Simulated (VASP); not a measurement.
The system is MgS.

```
S Mg
1.0
     0.00000    2.85188    2.85188
     2.85188    0.00000    2.85188
     2.85188    2.85188    0.00000
S Mg
1 1
Direct
  0.25000 0.25000 0.25000
  0.00000 0.00000 0.00000
```

Base run:

* Program: VASP 6.6.1
* Functional: HSE06
* Potentials or basis: VASP PAW PBE potentials, release 64 (S, Mg)
* Cutoff: 520 eV
* k mesh: 6 × 6 × 6
* Occupations: fermi-dirac, width 0.05 eV
* Spin: no spin polarisation

Its results: band gap on the k mesh 4.39 eV, direct; pressure -1.4 GPa.

Task: The run is repeated on the same cell with these changes: functional from HSE06 to PBE0. What comes out?

Result: Band gap on the k mesh 5.09 eV, direct; pressure -1.5 GPa.

Caveats: the PAW data sets were made with another functional, which shifts forces and pressure a little.

A k mesh can miss the band edges.
